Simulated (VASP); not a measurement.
# Cu (I4/mmm) in VASP: single point with LDA

Aim: the single point of Cu with LDA.

All numbers are computed with VASP 6.6.1; they aren't measurements. Logs are shortened: lines on timing, memory, paths and dates and some standing lists are left out, and cuts for length are marked.

## 1. The cell of the first run

It takes space group I4/mmm (No. 139, tetragonal). Conventional cell: a = 2.741 Å, b = 2.741 Å, c = 2.752 Å, α = 90.00°, β = 90.00°, γ = 90.00°. Within 3.1 Å of Cu (site symmetry 4/mmm) lie 14 Cu at 2.38 to 2.75 Å.

This isn't the form of Cu at room conditions, which is fcc.

## 2. Single point, LDA (strain -0.0500 x Voigt [1, 1, 0, 0, 0, 0])

INCAR reads:

```
SYSTEM = Cu
ALGO = Normal
EDIFF = 1E-6
ENCUT = 820
GGA_COMPAT = .FALSE.
ISIF = 2
ISMEAR = 0
LASPH = .TRUE.
LCHARG = .TRUE.
LELF = .TRUE.
LREAL = .FALSE.
LVHAR = .TRUE.
LWAVE = .FALSE.
NBANDS = 16
NELM = 120
PREC = Accurate
SIGMA = 0.15
```

KPOINTS reads:

```
k-points
0
G
  24 24 24
  0 0 0
```

POSCAR reads:

```
Cu
1.0
   -1.3706536540      1.3706536540      1.3760814500
    1.3706536540     -1.3706536540      1.3760814500
    1.3706536540      1.3706536540     -1.3760814500
Cu
1
Direct
    0.0000000000      0.0000000000      0.0000000000
```

Potentials or basis: VASP PAW LDA potentials, release 64 (Cu_sv_GW).

The run is started by

```console
$ cat potpaw_LDA.64/Cu_sv_GW/POTCAR > POTCAR
$ mpirun -np 1 vasp_std > vasp.out
```

OUTCAR:

```text
SYSTEM = Cu
   EDIFF = 1E-6
   ENCUT = 820
   ISIF = 2
   ISMEAR = 0
   LASPH = .TRUE.
   LREAL = .FALSE.
   NELM = 120
   PREC = Accurate

 ion  position               nearest neighbor table
   1  0.000  0.000  0.000-

  LATTYP: Found a body centered tetragonal cell.
 ALAT       =     2.7413073080
 C/A-ratio  =     1.0039600055

  Lattice vectors:

 A1 = (  -1.3706536540,   1.3706536540,   1.3760814500)
 A2 = (   1.3706536540,  -1.3706536540,   1.3760814500)
 A3 = (   1.3706536540,   1.3706536540,  -1.3760814500)

Analysis of symmetry for initial positions (statically):
=====================================================================
 Subroutine PRICEL returns:
 Original cell was already a primitive cell.

 Routine SETGRP: Setting up the symmetry group for a
 body centered tetragonal supercell.

 Subroutine GETGRP returns: Found 16 space group operations
 (whereof 16 operations were pure point group operations)
 out of a pool of 16 trial point group operations.

The static configuration has the point symmetry D_4h.

Analysis of symmetry for dynamics (positions and initial velocities):
=====================================================================
 Subroutine PRICEL returns:
 Original cell was already a primitive cell.

 Routine SETGRP: Setting up the symmetry group for a
 body centered tetragonal supercell.

 Subroutine GETGRP returns: Found 16 space group operations
 (whereof 16 operations were pure point group operations)
 out of a pool of 16 trial point group operations.

The dynamic configuration has the point symmetry D_4h.

 Subroutine INISYM returns: Found 16 space group operations
 (whereof 16 operations are pure point group operations),
 and found     1 'primitive' translations

----------------------------------------------------------------------------------------

                                     Primitive cell

  volume of cell :      10.3409

  direct lattice vectors                    reciprocal lattice vectors
    -1.370653654  1.370653654  1.376081450     0.000000000  0.364789455  0.363350585
     1.370653654 -1.370653654  1.376081450     0.364789455  0.000000000  0.363350585
     1.370653654  1.370653654 -1.376081450     0.364789455  0.364789455  0.000000000

  length of vectors
     2.377179639  2.377179639  2.377179639     0.514873766  0.514873766  0.515890195

  position of ions in fractional coordinates (direct lattice)
     0.000000000  0.000000000  0.000000000

  ion indices of the primitive-cell ions
   primitive index   ion index
                 1           1

----------------------------------------------------------------------------------------

 KPOINTS: k-points

Automatic generation of k-mesh.
 Grid dimensions read from file:
 generate k-points for:   24   24   24

 Generating k-lattice:

  Cartesian coordinates                     Fractional coordinates (reciprocal lattice)
     0.000000000  0.015199561  0.015139608     0.041666667  0.000000000  0.000000000
     0.015199561  0.000000000  0.015139608     0.000000000  0.041666667  0.000000000
     0.015199561  0.015199561  0.000000000     0.000000000  0.000000000  0.041666667

  Length of vectors
     0.021453074  0.021453074  0.021495425

  Shift w.r.t. Gamma in fractional coordinates (k-lattice)
     0.000000000  0.000000000  0.000000000

 Subroutine IBZKPT returns following result:
 ===========================================

 Found   1063 irreducible k-points:

 Following reciprocal coordinates:
            Coordinates               Weight
  0.000000  0.000000  0.000000      1.000000
  0.041667  0.000000  0.000000      8.000000
  0.083333 -0.000000  0.000000      8.000000
  0.125000  0.000000 -0.000000      8.000000
  0.166667  0.000000 -0.000000      8.000000
  0.208333  0.000000 -0.000000      8.000000
[... 16 lines left out ...]
  0.416667  0.041667 -0.000000     16.000000
  0.458333  0.041667 -0.000000     16.000000
 [... further k-points ...]
   k-points           NKPTS =   1063   k-points in BZ     NKDIM =   1063   number of bands    NBANDS=     16
   number of dos      NEDOS =    301   number of ions     NIONS =      1
   total plane-waves  NPLWV =  13824
   dimension x,y,z NGX =    24 NGY =   24 NGZ =   24
   dimension x,y,z NGXF=    48 NGYF=   48 NGZF=   48
   ions per type =               1
   NGX,Y,Z   is equivalent  to a cutoff of  16.78, 16.78, 16.78 a.u.
   NGXF,Y,Z  is equivalent  to a cutoff of  33.57, 33.57, 33.57 a.u.
 SYSTEM =  Cu
   PREC   = accura    normal or accurate (medium, high low for compatibility)
   ISTART =      0    job   : 0-new  1-cont  2-samecut
   ICHARG =      2    charge: 1-file 2-atom 10-const
   ISPIN  =      1    spin polarized calculation?
   LNONCOLLINEAR =      F non collinear calculations
   LSORBIT =      F    spin-orbit coupling
   LASPH  =      T    aspherical Exc in radial PAW
   ENCUT  =  820.0 eV  60.27 Ry    7.76 a.u.   5.55  5.55  5.55*2*pi/ulx,y,z
   NELM   =    120;   NELMIN=  2; NELMDL= -5     # of ELM steps
   EDIFF  = 0.1E-05   stopping-criterion for ELM
   LREAL  =      F    real-space projection
   EDIFFG = 0.1E-04   stopping-criterion for IOM
   NSW    =      0    number of steps for IOM
   IBRION =     -1    ionic relax: 0-MD 1-quasi-New 2-CG
   NFREE  =      0    steps in history (QN), initial steepest desc. (CG)
   ISIF   =      2    stress and relaxation
   ISYM   =      2    0-nonsym 1-usesym 2-fastsym
   POTIM  = 0.5000    time-step for ionic-motion
   TEBEG  =    0.0;   TEEND  =   0.0 temperature during run
   PSTRESS=    0.0 pullay stress
   NELECT =      19.0000    total number of electrons
   NUPDOWN=      -1.0000    fix difference up-down
   EMIN   =  10.00;   EMAX   =-10.00  energy-range for DOS
   EFERMI =   0.00;   METHOD = LEGACY
   ISMEAR =     0;   SIGMA  =   0.15  broadening in eV -4-tet -1-fermi 0-gaus
   EFERMI_NEDOS =   21; number of points for ismear=-14 and -15
   IALGO  =     38    algorithm
   IMIX   =      4    mixing-type and parameters
     AMIX     =   0.40;   BMIX     =  1.00
     AMIX_MAG =   1.60;   BMIX_MAG =  1.00
  volume/ion in A,a.u.               =      10.34        69.78
  Fermi-wavevector in a.u.,A,eV,Ry     =   2.005116  3.789120 54.702090  4.020490
  Thomas-Fermi vector in A             =   3.019421
   LORBIT       =      0    0 simple, 1 ext, 2 COOP (PROOUT), +10 PAW based schemes
   GGA     = CA    functional components
   LHFCALC =     F    Hartree Fock is set to
   AEXX    =    0.0000 exact exchange contribution
   IVDW    =     0    specifies the selected vdW correction
   LEPSILON=     F    determine dielectric tensor
   LRPA    =     F    only Hartree local field effects (RPA)
 non-spin polarized calculation
 Gauss-broadening in eV      SIGMA  =   0.15
  energy-cutoff  :      820.00
  volume of cell :       10.34
 maximum number of plane-waves:       570
   NGX = 11   NGY = 11   NGZ = 11

 number of electron      18.9999993 magnetization

 Free energy of the ion-electron system (eV)
  ---------------------------------------------------
  ext. energy  EPLUGINS =         0.00000000
  ---------------------------------------------------
  free energy    TOTEN  =        -4.79805864 eV

  energy without entropy =       -4.79422171  energy(sigma->0) =       -4.79614017

 E-fermi :   8.9832     XC(G=0): -14.7119

 val. band max:        8.9745771690   @ k =   0.4583   0.0833  -0.0000
 cond. band min:       8.9832519450   @ k =  -0.2083   0.4583   0.0833
 fundamental gap:      0.0086747760
 Fermi energy:         8.9831915715

 k-point     1 :       0.0000    0.0000    0.0000
  band No.  band energies     occupation
      1    -102.9075      2.00000
      2     -60.7614      2.00000
      3     -60.7614      2.00000
      4     -60.7611      2.00000
      5      -1.5143      2.00000
      6       5.3508      2.00000
[... 8 lines left out ...]
     15      40.0341      0.00000
     16      40.3614      0.00000

 k-point     2 :       0.0417    0.0000    0.0000
  band No.  band energies     occupation
      1    -102.9070      2.00000
      2     -60.7645      2.00000
      3     -60.7625      2.00000
      4     -60.7612      2.00000
      5      -1.4405      2.00000
      6       5.3427      2.00000
[... 8 lines left out ...]
     15      39.0546      0.00000
     16      39.0934      0.00000

 k-point     3 :       0.0833   -0.0000    0.0000
  band No.  band energies     occupation
      1    -102.9055      2.00000
      2     -60.7743      2.00000
      3     -60.7659      2.00000
      4     -60.7610      2.00000
      5      -1.2205      2.00000
      6       5.2978      2.00000
[... 8 lines left out ...]
     15      38.0245      0.00000
     16      38.3914      0.00000

 k-point     4 :       0.1250    0.0000   -0.0000
  band No.  band energies     occupation
      1    -102.9032      2.00000
      2     -60.7896      2.00000
      3     -60.7715      2.00000
      4     -60.7609      2.00000
      5      -0.8597      2.00000
      6       5.2251      2.00000
[... 8 lines left out ...]
     15      37.2877      0.00000
     16      38.3981      0.00000

 k-point     5 :       0.1667    0.0000   -0.0000
  band No.  band energies     occupation
      1    -102.9000      2.00000
      2     -60.8095      2.00000
      3     -60.7786      2.00000
      4     -60.7608      2.00000
      5      -0.3682      2.00000
      6       5.1310      2.00000
[... 8 lines left out ...]
     15      36.7304      0.00000
     16      38.8362      0.00000

 k-point     6 :       0.2083    0.0000   -0.0000
  band No.  band energies     occupation
      1    -102.8963      2.00000
      2     -60.8325      2.00000
      3     -60.7868      2.00000
      4     -60.7607      2.00000
      5       0.2359      2.00000
      6       5.0227      2.00000
[... 8 lines left out ...]
     15      36.3130      0.00000
     16      39.5562      0.00000

 k-point     7 :       0.2500    0.0000   -0.0000
  band No.  band energies     occupation
      1    -102.8922      2.00000
      2     -60.8570      2.00000
      3     -60.7952      2.00000
      4     -60.7604      2.00000
      5       0.9202      2.00000
      6       4.9079      2.00000
[... 8 lines left out ...]
     15      36.0131      0.00000
     16      40.4892      0.00000

 k-point     8 :       0.2917    0.0000    0.0000
  band No.  band energies     occupation
      1    -102.8882      2.00000
      2     -60.8817      2.00000
      3     -60.8038      2.00000
      4     -60.7602      2.00000
      5       1.6247      2.00000
      6       4.7945      2.00000
[... 8 lines left out ...]
     15      35.8115      0.00000
     16      41.6002      0.00000

 k-point     9 :       0.3333    0.0000   -0.0000
  band No.  band energies     occupation
      1    -102.8845      2.00000
      2     -60.9045      2.00000
      3     -60.8119      2.00000
      4     -60.7599      2.00000
      5       2.2490      2.00000
      6       4.6902      2.00000
[... 8 lines left out ...]
     15      35.6881      0.00000
     16      42.8666      0.00000
[... 172 lines left out ...]
 k-point    19 :       0.2500    0.0417   -0.0000
  band No.  band energies     occupation
      1    -102.8900      2.00000
      2     -60.8702      2.00000
      3     -60.7996      2.00000
      4     -60.7616      2.00000
      5       1.3212      2.00000
      6       4.8532      2.00000
[... 8 lines left out ...]
     15      36.5120      0.00000
     16      40.6381      0.00000

 k-point    20 :       0.2917    0.0417   -0.0000
  band No.  band energies     occupation
      1    -102.8862      2.00000
      2     -60.8937      2.00000
      3     -60.8083      2.00000
      4     -60.7615      2.00000
      5       1.9982      2.00000
      6       4.7440      2.00000
[... 8 lines left out ...]
     15      36.2937      0.00000
     16      41.7018      0.00000

 k-point    21 :       0.3333    0.0417    0.0000
  band No.  band energies     occupation
      1    -102.8827      2.00000
      2     -60.9147      2.00000
      3     -60.8160      2.00000
      4     -60.7613      2.00000
      5       2.5360      2.00000
      6       4.6475      2.00000
[... 8 lines left out ...]
     15      36.1593      0.00000
     16      42.7963      0.00000

 k-point    22 :       0.3750    0.0417   -0.0000
  band No.  band energies     occupation
      1    -102.8799      2.00000
      2     -60.9317      2.00000
      3     -60.8223      2.00000
      4     -60.7612      2.00000
      5       2.8609      2.00000
      6       4.5697      2.00000
[... 8 lines left out ...]
     15      36.0851      0.00000
     16      43.7436      0.00000

 k-point    23 :       0.4167    0.0417   -0.0000
  band No.  band energies     occupation
      1    -102.8778      2.00000
      2     -60.9437      2.00000
      3     -60.8268      2.00000
      4     -60.7611      2.00000
      5       3.0113      2.00000
      6       4.5151      2.00000
[... 8 lines left out ...]
     15      36.0493      0.00000
     16      44.3218      0.00000

 k-point    24 :       0.4583    0.0417   -0.0000
  band No.  band energies     occupation
      1    -102.8768      2.00000
      2     -60.9499      2.00000
      3     -60.8291      2.00000
      4     -60.7611      2.00000
      5       3.0647      2.00000
      6       4.4869      2.00000
[... 8 lines left out ...]
     15      36.0349      0.00000
     16      44.5373      0.00000

 [... further k-points ...]
[... 5 lines left out ...]
  --------------------------------------------------------------------------------------
  -------------------------------------------------------------------------------------
  Total        0.7078662      0.7078662      0.7093286      0.0000000      0.0000000      0.0000000
  in kB      109.6736189    109.6736189    109.9001992      0.0000000      0.0000000      0.0000000
  external PRESSURE =     109.7491457 kB  Pullay stress =       0.0000000 kB

 VOLUME and BASIS-vectors are now :
 -----------------------------------------------------------------------------
  energy-cutoff  :      820.00
  volume of cell :       10.34
      direct lattice vectors                 reciprocal lattice vectors
    -1.370653654  1.370653654  1.376081450     0.000000000  0.364789455  0.363350585
     1.370653654 -1.370653654  1.376081450     0.364789455  0.000000000  0.363350585
     1.370653654  1.370653654 -1.376081450     0.364789455  0.364789455  0.000000000

 POSITION                                       TOTAL-FORCE (eV/Angst)
 -----------------------------------------------------------------------------------
      0.00000      0.00000      0.00000         0.000000      0.000000      0.000000
 -----------------------------------------------------------------------------------
    total drift:                                0.000000      0.000000      0.000000

  FREE ENERGIE OF THE ION-ELECTRON SYSTEM (eV)
  ---------------------------------------------------
  free  energy   TOTEN  =        -4.7980586381 eV

  energy  without entropy=       -4.7942217056  energy(sigma->0) =       -4.79614017
```

It took 3 min on 1 thread of Intel Xeon Platinum 8559C (Emerald Rapids), shared host; peak memory 0.5 GiB.

Results:

```
Free energy            : -4.7981 eV
Pressure               : 11.0 GPa
Band gap on the k mesh : zero (an odd number of electrons rules out a gap without spin polarisation)
```

Levels at points of the mesh, in eV from the Fermi level:
| k point | band 7 | band 8 | band 9 | band 10 | band 11 | band 12 | band 13 | band 14 |
| --- | --- | --- | --- | --- | --- | --- | --- | --- |
| (0.00, 0.00, 0.00) | -3.63 | -3.61 | -2.37 | -2.35 | 26.35 | 26.44 | 26.44 | 30.97 |
| (0.50, 0.00, 0.00) | -2.42 | -2.22 | -1.45 | -1.02 | 5.04 | 18.60 | 19.11 | 23.05 |
| (0.50, 0.50, 0.00) | -2.39 | -2.21 | -1.45 | -0.99 | 5.09 | 18.49 | 18.98 | 22.95 |
| (0.50, 0.50, 0.50) | -1.66 | -1.66 | -1.66 | 8.57 | 8.73 | 8.73 | 14.69 | 14.78 |

Caveat: the cell differs from its parent crystal (strain -0.0500 x Voigt [1, 1, 0, 0, 0, 0]); the cell stands under pressure.
